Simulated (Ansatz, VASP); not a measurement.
Two plane-wave programs on BaTe

```xyz
2
Lattice="4.1377 0.0000 0.0000 0.0000 4.1377 0.0000 0.0000 0.0000 4.1377" Properties=species:S:1:pos:R:3 pbc="T T T"
Ba    0.0000    0.0000    0.0000
Te    2.0689    2.0689    2.0689
```

Alike in both runs: task single point; functional PBEsol; k mesh 6 × 6 × 6; occupations gaussian, width 0.02 eV; no spin polarisation.

```csv
,VASP,Ansatz
version,VASP 6.6.1,Ansatz 0.2.0
potentials or method,"VASP PAW PBE potentials, release 64 (Ba_sv, Te), cutoff 520 eV","scalar-relativistic, plane waves, PAW"
valence electrons in the cell,16,26
```

```csv
,VASP,Ansatz,Ansatz less VASP
gap on the k mesh at the Fermi level (eV),0.47,0.60,+0.128
least direct gap on the mesh (eV),0.79,0.92,+0.127
pressure (GPa),1.3,0.7,-0.68
```

VASP's potentials were made for PBE, not for PBEsol. The functional is the same, so the differences come from potentials, cutoffs and numerics. VASP's potentials hold 16 valence electrons a cell and Ansatz's 26, so a difference there can come from the potentials and not from the codes.

Spin-orbit coupling is off throughout.
